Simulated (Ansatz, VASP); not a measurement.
## BiSe3: VASP beside Ansatz

```
Bi Se
1.0
     4.54110    0.00000    0.00000
     0.00000    4.54110    0.00000
     0.00000    0.00000    4.54110
Bi Se
1 3
Direct
  0.00000 0.00000 0.00000
  0.00000 0.50000 0.50000
  0.50000 0.00000 0.50000
  0.50000 0.50000 0.00000
```

Change from the starting cell: species swapped into the ZrPt3 type (Pm-3m, No. 221).

Alike in both runs: functional PBE; k mesh 10 × 10 × 10; occupations gaussian, width 0.1 eV; no spin polarisation.

Ansatz relaxed the structure, and its values are those at the end. VASP's run is a single point on that final structure, the one shown.

```csv
,VASP,Ansatz
version,VASP 6.6.1,Ansatz 0.2.0
potentials or method,"VASP PAW PBE potentials, release 64 (Bi_d, Se), cutoff 520 eV","scalar-relativistic, plane waves, PAW"
valence electrons in the cell,33,63
```

|  | VASP | Ansatz | Ansatz less VASP |
| --- | --- | --- | --- |
| gap on the k mesh at the Fermi level (eV) | none | none | - |
| pressure (GPa) | 0.0 | 0.0 | 0.00 |

A gap of «none» marks a metal or a gap that the smearing closes. With one functional, cell and mesh, what is left measures potentials, basis and numerics. VASP's potentials hold 33 valence electrons a cell and Ansatz's 63, so a difference there can come from the potentials and not from the codes.

Neither program's run includes spin-orbit coupling.
